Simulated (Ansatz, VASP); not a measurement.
## Mn2C: VASP beside Ansatz

```
CELL_PARAMETERS angstrom
0.00000 2.45249 2.45249
2.45249 0.00000 2.45249
2.45249 2.45249 0.00000
ATOMIC_POSITIONS crystal
Mn 0.25000 0.25000 0.25000
Mn 0.75000 0.75000 0.75000
C 0.00000 0.00000 0.00000
```

Change from the starting cell: species swapped into the Li2S type (Fm-3m, No. 225).

Alike in both runs: functional PBE; k mesh 6 × 6 × 6; occupations gaussian, width 0.1 eV; collinear spin.

Ansatz relaxed the structure, and its values are those at the end. VASP's run is a single point on that final structure, the one shown.

|  | VASP | Ansatz |
| --- | --- | --- |
| version | VASP 6.6.1 | Ansatz 0.2.0 |
| potentials or method | VASP PAW PBE potentials, release 64 (Mn_pv, C), cutoff 600 eV | scalar-relativistic, plane waves, PAW |
| valence electrons in the cell | 30 | 34 |

```tsv
	VASP	Ansatz	Ansatz less VASP
gap on the k mesh at the Fermi level (eV)	none	none	-
pressure (GPa)	0.2	0.0	-0.15
net moment per atom (μB)	1.45	1.44	-0.001
size of the moment on the site where the two differ most (μB)	2.19	2.00	-0.186
```

Site moments also hang on the region over which each program counts them. A gap of «none» marks a metal or a gap that the smearing closes. VASP's potentials hold 30 valence electrons a cell and Ansatz's 34, so a difference there can come from the potentials and not from the codes.

The k mesh is coarse, so the values compare programs but aren't converged.
